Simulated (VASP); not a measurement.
# Li4NbO4 (I4/m) in VASP: further runs

The runs below take Li4NbO4 through single point, with PBEsol.

All numbers are computed with VASP 6.6.1; they aren't measurements. Logs are shortened: lines on timing, memory, paths and dates and some standing lists are left out, and cuts for length are marked.

### 1 The cell of the first run

The structure is tetragonal, space group I4/m (No. 87). The conventional cell has a = 7.624 Å, b = 7.624 Å, c = 3.260 Å, α = 90.00°, β = 90.00°, γ = 90.00°. Within 2.6 Å of Li (site symmetry m) lie 4 O at 1.92 to 2.04 Å and 2 Li at 2.51 Å. Within 2.6 Å of Nb (site symmetry 4/m) lie 4 O at 1.94 Å. Within 2.5 Å of O (site symmetry m) lie 4 Li at 1.92 to 2.04 Å and 1 Nb at 1.94 Å.

### 2 Single point, PBEsol

INCAR

```
SYSTEM = Li4NbO4
ALGO = Normal
EDIFF = 1E-6
ENCUT = 520
GGA = PS
ISIF = 2
ISMEAR = 0
LASPH = .TRUE.
LCHARG = .FALSE.
LREAL = .FALSE.
LWAVE = .FALSE.
NBANDS = 34
NELM = 60
PREC = Accurate
SIGMA = 0.02
```

KPOINTS

```
k-points
0
G
  10 10 10
  0 0 0
```

POSCAR

```
Li4NbO4
1.0
   -3.8119495391      3.8119495391      1.6301049253
    3.8119495391     -3.8119495391      1.6301049253
    3.8119495391      3.8119495391     -1.6301049253
Li Nb O
4 1 4
Direct
    0.3341549847      0.1573280220      0.4914830067
    0.8426719780      0.3341549847      0.1768269627
    0.1573280220      0.6658450153      0.8231730373
    0.6658450153      0.8426719780      0.5085169933
    0.0000000000      0.0000000000      0.0000000000
    0.7589255465      0.0797104317      0.8386359782
    0.9202895683      0.7589255465      0.6792151148
    0.0797104317      0.2410744535      0.3207848852
    0.2410744535      0.9202895683      0.1613640218
```

Potentials or basis: VASP PAW PBE potentials, release 64 (Li_sv, Nb_sv, O).

The run is started by

```
$ cat potpaw_PBE.64/Li_sv/POTCAR potpaw_PBE.64/Nb_sv/POTCAR potpaw_PBE.64/O/POTCAR > POTCAR
$ mpirun -np 1 vasp_std > vasp.out
```

OUTCAR:

```text
SYSTEM = Li4NbO4
   EDIFF = 1E-6
   ENCUT = 520
   GGA = PS
   ISIF = 2
   ISMEAR = 0
   LASPH = .TRUE.
   LREAL = .FALSE.
   NELM = 60
   PREC = Accurate

 ion  position               nearest neighbor table
   1  0.334  0.157  0.491-   7 1.92   7 1.92   9 1.94   8 2.04   4 2.51   4 2.51   5 2.82
   2  0.843  0.334  0.177-   9 1.92   9 1.92   8 1.94   6 2.04   3 2.51   3 2.51   5 2.82
   3  0.157  0.666  0.823-   6 1.92   6 1.92   7 1.94   9 2.04   2 2.51   2 2.51   5 2.82
   4  0.666  0.843  0.509-   8 1.92   8 1.92   6 1.94   7 2.04   1 2.51   1 2.51   5 2.82
   5  0.000  0.000  0.000-   7 1.94   8 1.94   6 1.94   9 1.94   1 2.82   2 2.82   3 2.82   4 2.82

   6  0.759  0.080  0.839-   3 1.92   3 1.92   5 1.94   4 1.94   2 2.04
   7  0.920  0.759  0.679-   1 1.92   1 1.92   5 1.94   3 1.94   4 2.04
   8  0.080  0.241  0.321-   4 1.92   4 1.92   5 1.94   2 1.94   1 2.04
   9  0.241  0.920  0.161-   2 1.92   2 1.92   5 1.94   1 1.94   3 2.04

  LATTYP: Found a body centered tetragonal cell.
 ALAT       =     7.6238990782
 C/A-ratio  =     0.4276302476

  Lattice vectors:

 A1 = (  -3.8119495391,   3.8119495391,   1.6301049253)
 A2 = (   3.8119495391,  -3.8119495391,   1.6301049253)
 A3 = (   3.8119495391,   3.8119495391,  -1.6301049253)

Analysis of symmetry for initial positions (statically):
=====================================================================
 Subroutine PRICEL returns:
 Original cell was already a primitive cell.

 Routine SETGRP: Setting up the symmetry group for a
 body centered tetragonal supercell.

 Subroutine GETGRP returns: Found  8 space group operations
 (whereof  8 operations were pure point group operations)
 out of a pool of 16 trial point group operations.

The static configuration has the point symmetry C_4h.

Analysis of symmetry for dynamics (positions and initial velocities):
=====================================================================
 Subroutine PRICEL returns:
 Original cell was already a primitive cell.

 Routine SETGRP: Setting up the symmetry group for a
 body centered tetragonal supercell.

 Subroutine GETGRP returns: Found  8 space group operations
 (whereof  8 operations were pure point group operations)
 out of a pool of 16 trial point group operations.

The dynamic configuration has the point symmetry C_4h.

 Subroutine INISYM returns: Found  8 space group operations
 (whereof  8 operations are pure point group operations),
 and found     1 'primitive' translations

[... 106 lines left out ...]
   ENCUT  =  520.0 eV  38.22 Ry    6.18 a.u.  10.47 10.47 10.47*2*pi/ulx,y,z
   NELM   =     60;   NELMIN=  2; NELMDL= -5     # of ELM steps
   EDIFF  = 0.1E-05   stopping-criterion for ELM
   LREAL  =      F    real-space projection
[... 7 lines left out ...]
   TEBEG  =    0.0;   TEEND  =   0.0 temperature during run
   PSTRESS=    0.0 pullay stress
   NELECT =      49.0000    total number of electrons
   NUPDOWN=      -1.0000    fix difference up-down
   EMIN   =  10.00;   EMAX   =-10.00  energy-range for DOS
   EFERMI =   0.00;   METHOD = LEGACY
   ISMEAR =     0;   SIGMA  =   0.02  broadening in eV -4-tet -1-fermi 0-gaus
   EFERMI_NEDOS =   21; number of points for ismear=-14 and -15
   IALGO  =     38    algorithm
   IMIX   =      4    mixing-type and parameters
     AMIX     =   0.40;   BMIX     =  1.00
     AMIX_MAG =   1.60;   BMIX_MAG =  1.00
  volume/ion in A,a.u.               =      10.53        71.04
  Fermi-wavevector in a.u.,A,eV,Ry     =   1.314065  2.483223 23.494096  1.726767
  Thomas-Fermi vector in A             =   2.444344
   LORBIT       =      0    0 simple, 1 ext, 2 COOP (PROOUT), +10 PAW based schemes
   GGA     = PS    functional components
   LHFCALC =     F    Hartree Fock is set to
   AEXX    =    0.0000 exact exchange contribution
   IVDW    =     0    specifies the selected vdW correction
   LEPSILON=     F    determine dielectric tensor
   LRPA    =     F    only Hartree local field effects (RPA)
 non-spin polarized calculation
 Gauss-broadening in eV      SIGMA  =   0.02
  energy-cutoff  :      520.00
  volume of cell :       94.75
 maximum number of plane-waves:      2570
 NGX is ok and might be reduce to    42
   NGX = 21   NGY = 21   NGZ = 21

 number of electron      49.0000000 magnetization

 Free energy of the ion-electron system (eV)
  ---------------------------------------------------
  ext. energy  EPLUGINS =         0.00000000
  ---------------------------------------------------
  free energy    TOTEN  =       -59.28004873 eV

  energy without entropy =      -59.28004873  energy(sigma->0) =      -59.28004873

 E-fermi :   3.3148     XC(G=0): -10.0035

 val. band max:        3.1247453946   @ k =  -0.1000  -0.1000   0.1000
 cond. band min:       4.4073761125   @ k =  -0.3000  -0.4000   0.3000
 fundamental gap:      1.2826307179
 Fermi energy:         3.3148300456

 k-point     1 :       0.0000    0.0000    0.0000
  band No.  band energies     occupation
      1     -51.8996      2.00000
      2     -39.8400      2.00000
      3     -39.8118      2.00000
      4     -39.7658      2.00000
      5     -39.7658      2.00000
      6     -28.2190      2.00000
[... 877 lines left out ...]
     33      12.0238      0.00000
     34      13.0052      0.00000

 [... further k-points ...]
[... 5 lines left out ...]
  --------------------------------------------------------------------------------------
  -------------------------------------------------------------------------------------
  Total        0.0431981      0.0431981      0.0453053     -0.0000000      0.0000000     -0.0000000
  in kB        0.7304750      0.7304750      0.7661073     -0.0000008      0.0000000     -0.0000000
  external PRESSURE =       0.7423524 kB  Pullay stress =       0.0000000 kB

 VOLUME and BASIS-vectors are now :
 -----------------------------------------------------------------------------
  energy-cutoff  :      520.00
  volume of cell :       94.75
      direct lattice vectors                 reciprocal lattice vectors
    -3.811949539  3.811949539  1.630104925     0.000000000  0.131166479  0.306728722
     3.811949539 -3.811949539  1.630104925     0.131166479  0.000000000  0.306728722
     3.811949539  3.811949539 -1.630104925     0.131166479  0.131166479  0.000000000

 POSITION                                       TOTAL-FORCE (eV/Angst)
 -----------------------------------------------------------------------------------
      1.19945      2.54756      0.00000        -0.006979      0.009046     -0.000000
     -1.26439      2.61250      1.63010         0.009046      0.006979     -0.000000
      5.07634      1.19945      0.00000        -0.009046     -0.006979      0.000000
      2.61250      1.26439      1.63010         0.006979     -0.009046      0.000000
      0.00000      0.00000      0.00000        -0.000000     -0.000000     -0.000000
      0.60770      5.78597      0.00000        -0.007518      0.032704     -0.000000
      1.97402      3.20425      1.63010         0.032704      0.007518     -0.000000
      1.83793      0.60770      0.00000        -0.032704     -0.007518     -0.000000
      3.20425     -1.97402      1.63010         0.007518     -0.032704      0.000000
 -----------------------------------------------------------------------------------
    total drift:                                0.000000      0.000000     -0.000000

  FREE ENERGIE OF THE ION-ELECTRON SYSTEM (eV)
  ---------------------------------------------------
  free  energy   TOTEN  =       -59.2800487331 eV

  energy  without entropy=      -59.2800487331  energy(sigma->0) =      -59.28004873
```

It took 14 min on 1 thread of Intel Xeon 8259CL, shared host; peak memory 0.52 GiB.

Results:

| Property | Result |
| --- | --- |
| Free energy | -59.2800 eV |
| Largest force | 0.034 eV/Å |
| Band gap on the k mesh | zero (an odd number of electrons rules out a gap without spin polarisation) |

Forces in eV/Å, atoms in the order of the input:
```
Li  -0.007  0.009  0.000
Li   0.009  0.007  0.000
Li  -0.009 -0.007  0.000
Li   0.007 -0.009  0.000
Nb   0.000  0.000  0.000
O   -0.008  0.033  0.000
O    0.033  0.008  0.000
O   -0.033 -0.008  0.000
O    0.008 -0.033  0.000
```

Caveat: the cutoff is under 1.25 times the usual one of these potentials, so pressure, stress and relaxed cells hold a basis-set (Pulay) error; the PAW data sets were made with another functional, which shifts forces and pressure a little; an odd number of electrons without spin polarisation forces a metal; a magnetic or distorted state may lie lower.

### 3 Single point, PBEsol

INCAR

```
SYSTEM = Li4NbO4
PREC = Accurate ; ENCUT = 520
EDIFF = 1E-6 ; ISMEAR = 0
SIGMA = 0.05 ; LREAL = .FALSE.
LASPH = .TRUE. ; NELM = 60
ALGO = Normal ; ISIF = 2
LWAVE = .FALSE. ; LCHARG = .FALSE.
GGA = PS ; NBANDS = 34
```

KPOINTS

```
regular mesh
0
G
  10 10 10
  0 0 0
```

POSCAR is that of step 2.

Potentials or basis: VASP PAW PBE potentials, release 64 (Li_sv, Nb_sv, O).

The run is started by

```
$ cat potpaw_PBE.64/Li_sv/POTCAR potpaw_PBE.64/Nb_sv/POTCAR potpaw_PBE.64/O/POTCAR > POTCAR
$ mpirun -np 1 vasp_std > vasp.out
```

OUTCAR:

```text
SYSTEM = Li4NbO4
   PREC = Accurate
   ENCUT = 520
   EDIFF = 1E-6
   ISMEAR = 0
   LREAL = .FALSE.
   LASPH = .TRUE.
   NELM = 60
   ISIF = 2
   GGA = PS

 ion  position               nearest neighbor table
   1  0.334  0.157  0.491-   7 1.92   7 1.92   9 1.94   8 2.04   4 2.51   4 2.51   5 2.82
   2  0.843  0.334  0.177-   9 1.92   9 1.92   8 1.94   6 2.04   3 2.51   3 2.51   5 2.82
   3  0.157  0.666  0.823-   6 1.92   6 1.92   7 1.94   9 2.04   2 2.51   2 2.51   5 2.82
   4  0.666  0.843  0.509-   8 1.92   8 1.92   6 1.94   7 2.04   1 2.51   1 2.51   5 2.82
   5  0.000  0.000  0.000-   7 1.94   8 1.94   6 1.94   9 1.94   1 2.82   2 2.82   3 2.82   4 2.82

   6  0.759  0.080  0.839-   3 1.92   3 1.92   5 1.94   4 1.94   2 2.04
   7  0.920  0.759  0.679-   1 1.92   1 1.92   5 1.94   3 1.94   4 2.04
   8  0.080  0.241  0.321-   4 1.92   4 1.92   5 1.94   2 1.94   1 2.04
   9  0.241  0.920  0.161-   2 1.92   2 1.92   5 1.94   1 1.94   3 2.04

  LATTYP: Found a body centered tetragonal cell.
 ALAT       =     7.6238990782
 C/A-ratio  =     0.4276302476

  Lattice vectors:

 A1 = (  -3.8119495391,   3.8119495391,   1.6301049253)
 A2 = (   3.8119495391,  -3.8119495391,   1.6301049253)
 A3 = (   3.8119495391,   3.8119495391,  -1.6301049253)

Analysis of symmetry for initial positions (statically):
=====================================================================
 Subroutine PRICEL returns:
 Original cell was already a primitive cell.

 Routine SETGRP: Setting up the symmetry group for a
 body centered tetragonal supercell.

 Subroutine GETGRP returns: Found  8 space group operations
 (whereof  8 operations were pure point group operations)
 out of a pool of 16 trial point group operations.

The static configuration has the point symmetry C_4h.

Analysis of symmetry for dynamics (positions and initial velocities):
=====================================================================
 Subroutine PRICEL returns:
 Original cell was already a primitive cell.

 Routine SETGRP: Setting up the symmetry group for a
 body centered tetragonal supercell.

 Subroutine GETGRP returns: Found  8 space group operations
 (whereof  8 operations were pure point group operations)
 out of a pool of 16 trial point group operations.

The dynamic configuration has the point symmetry C_4h.

 Subroutine INISYM returns: Found  8 space group operations
 (whereof  8 operations are pure point group operations),
 and found     1 'primitive' translations

----------------------------------------------------------------------------------------

                                     Primitive cell

  volume of cell :      94.7480

  direct lattice vectors                    reciprocal lattice vectors
    -3.811949539  3.811949539  1.630104925     0.000000000  0.131166479  0.306728722
     3.811949539 -3.811949539  1.630104925     0.131166479  0.000000000  0.306728722
     3.811949539  3.811949539 -1.630104925     0.131166479  0.131166479  0.000000000

  length of vectors
     5.631976620  5.631976620  5.631976620     0.333597293  0.333597293  0.185497414

  position of ions in fractional coordinates (direct lattice)
     0.334154985  0.157328022  0.491483007
     0.842671978  0.334154985  0.176826963
     0.157328022  0.665845015  0.823173037
     0.665845015  0.842671978  0.508516993
     0.000000000  0.000000000  0.000000000
[... 37 lines left out ...]

 Subroutine IBZKPT returns following result:
 ===========================================

 Found    144 irreducible k-points:

 Following reciprocal coordinates:
            Coordinates               Weight
  0.000000  0.000000  0.000000      1.000000
  0.100000  0.000000 -0.000000      8.000000
  0.200000  0.000000 -0.000000      8.000000
  0.300000 -0.000000  0.000000      8.000000
  0.400000  0.000000 -0.000000      8.000000
  0.500000  0.000000  0.000000      4.000000
[... 16 lines left out ...]
  0.200000  0.200000 -0.000000      8.000000
  0.300000  0.200000  0.000000      8.000000
 [... further k-points ...]
   k-points           NKPTS =    144   k-points in BZ     NKDIM =    144   number of bands    NBANDS=     34
   number of dos      NEDOS =    301   number of ions     NIONS =      9
   total plane-waves  NPLWV =  74088
   dimension x,y,z NGX =    42 NGY =   42 NGZ =   42
   dimension x,y,z NGXF=    84 NGYF=   84 NGZF=   84
   ions per type =               4   1   4
   NGX,Y,Z   is equivalent  to a cutoff of  12.40, 12.40, 12.40 a.u.
   NGXF,Y,Z  is equivalent  to a cutoff of  24.80, 24.80, 24.80 a.u.
 SYSTEM =  Li4NbO4
   PREC   = accura    normal or accurate (medium, high low for compatibility)
   ISTART =      0    job   : 0-new  1-cont  2-samecut
   ICHARG =      2    charge: 1-file 2-atom 10-const
   ISPIN  =      1    spin polarized calculation?
   LNONCOLLINEAR =      F non collinear calculations
   LSORBIT =      F    spin-orbit coupling
   LASPH  =      T    aspherical Exc in radial PAW
   ENCUT  =  520.0 eV  38.22 Ry    6.18 a.u.  10.47 10.47 10.47*2*pi/ulx,y,z
   NELM   =     60;   NELMIN=  2; NELMDL= -5     # of ELM steps
   EDIFF  = 0.1E-05   stopping-criterion for ELM
   LREAL  =      F    real-space projection
[... 7 lines left out ...]
   TEBEG  =    0.0;   TEEND  =   0.0 temperature during run
   PSTRESS=    0.0 pullay stress
   NELECT =      49.0000    total number of electrons
   NUPDOWN=      -1.0000    fix difference up-down
   EMIN   =  10.00;   EMAX   =-10.00  energy-range for DOS
   EFERMI =   0.00;   METHOD = LEGACY
   ISMEAR =     0;   SIGMA  =   0.05  broadening in eV -4-tet -1-fermi 0-gaus
   EFERMI_NEDOS =   21; number of points for ismear=-14 and -15
   IALGO  =     38    algorithm
   IMIX   =      4    mixing-type and parameters
     AMIX     =   0.40;   BMIX     =  1.00
     AMIX_MAG =   1.60;   BMIX_MAG =  1.00
  volume/ion in A,a.u.               =      10.53        71.04
  Fermi-wavevector in a.u.,A,eV,Ry     =   1.314065  2.483223 23.494096  1.726767
  Thomas-Fermi vector in A             =   2.444344
   LORBIT       =      0    0 simple, 1 ext, 2 COOP (PROOUT), +10 PAW based schemes
   GGA     = PS    functional components
   LHFCALC =     F    Hartree Fock is set to
   AEXX    =    0.0000 exact exchange contribution
   IVDW    =     0    specifies the selected vdW correction
   LEPSILON=     F    determine dielectric tensor
   LRPA    =     F    only Hartree local field effects (RPA)
 non-spin polarized calculation
 Gauss-broadening in eV      SIGMA  =   0.05
  energy-cutoff  :      520.00
  volume of cell :       94.75
 maximum number of plane-waves:      2570
 NGX is ok and might be reduce to    42
   NGX = 21   NGY = 21   NGZ = 21

 number of electron      49.0000000 magnetization

 Free energy of the ion-electron system (eV)
  ---------------------------------------------------
  ext. energy  EPLUGINS =         0.00000000
  ---------------------------------------------------
  free energy    TOTEN  =       -59.28004873 eV

  energy without entropy =      -59.28004873  energy(sigma->0) =      -59.28004873

 E-fermi :   3.5290     XC(G=0): -10.0035

 val. band max:        3.1247453947   @ k =  -0.1000  -0.1000   0.1000
 cond. band min:       4.4073761125   @ k =  -0.3000  -0.4000   0.3000
 fundamental gap:      1.2826307178
 Fermi energy:         3.5289686312

 k-point     1 :       0.0000    0.0000    0.0000
  band No.  band energies     occupation
      1     -51.8996      2.00000
      2     -39.8400      2.00000
      3     -39.8118      2.00000
      4     -39.7658      2.00000
      5     -39.7658      2.00000
      6     -28.2190      2.00000
[... 877 lines left out ...]
     33      12.0238      0.00000
     34      13.0052      0.00000

 [... further k-points ...]
[... 5 lines left out ...]
  --------------------------------------------------------------------------------------
  -------------------------------------------------------------------------------------
  Total        0.0431981      0.0431981      0.0453053     -0.0000000      0.0000000      0.0000000
  in kB        0.7304749      0.7304749      0.7661071     -0.0000008      0.0000000      0.0000000
  external PRESSURE =       0.7423523 kB  Pullay stress =       0.0000000 kB

 VOLUME and BASIS-vectors are now :
 -----------------------------------------------------------------------------
  energy-cutoff  :      520.00
  volume of cell :       94.75
      direct lattice vectors                 reciprocal lattice vectors
    -3.811949539  3.811949539  1.630104925     0.000000000  0.131166479  0.306728722
     3.811949539 -3.811949539  1.630104925     0.131166479  0.000000000  0.306728722
     3.811949539  3.811949539 -1.630104925     0.131166479  0.131166479  0.000000000

 POSITION                                       TOTAL-FORCE (eV/Angst)
 -----------------------------------------------------------------------------------
      1.19945      2.54756      0.00000        -0.006979      0.009046      0.000000
     -1.26439      2.61250      1.63010         0.009046      0.006979     -0.000000
      5.07634      1.19945      0.00000        -0.009046     -0.006979      0.000000
      2.61250      1.26439      1.63010         0.006979     -0.009046      0.000000
      0.00000      0.00000      0.00000         0.000000      0.000000      0.000000
      0.60770      5.78597      0.00000        -0.007518      0.032704      0.000000
      1.97402      3.20425      1.63010         0.032704      0.007518      0.000000
      1.83793      0.60770      0.00000        -0.032704     -0.007518     -0.000000
      3.20425     -1.97402      1.63010         0.007518     -0.032704     -0.000000
 -----------------------------------------------------------------------------------
    total drift:                                0.000000      0.000000     -0.000000

  FREE ENERGIE OF THE ION-ELECTRON SYSTEM (eV)
  ---------------------------------------------------
  free  energy   TOTEN  =       -59.2800487331 eV

  energy  without entropy=      -59.2800487331  energy(sigma->0) =      -59.28004873
```

Wall time 18 min (1 thread of Intel Xeon 8259CL, shared host); peak memory 0.52 GiB.

Results:

| Item | Value |
| --- | --- |
| Free energy | -59.2800 eV |
| Largest force | 0.034 eV/Å |
| Band gap on the k mesh | zero (an odd number of electrons rules out a gap without spin polarisation) |

Forces on the atoms (eV/Å):
```
Li  -0.007  0.009  0.000
Li   0.009  0.007  0.000
Li  -0.009 -0.007  0.000
Li   0.007 -0.009  0.000
Nb   0.000  0.000  0.000
O   -0.008  0.033  0.000
O    0.033  0.008  0.000
O   -0.033 -0.008  0.000
O    0.008 -0.033  0.000
```

Caveat: the cutoff is under 1.25 times the usual one of these potentials, so pressure, stress and relaxed cells hold a basis-set (Pulay) error; the PAW data sets were made with another functional, which shifts forces and pressure a little; an odd number of electrons without spin polarisation forces a metal; a magnetic or distorted state may lie lower.

The gap in the log of VASP goes by the Fermi energy; the results here count the filled bands.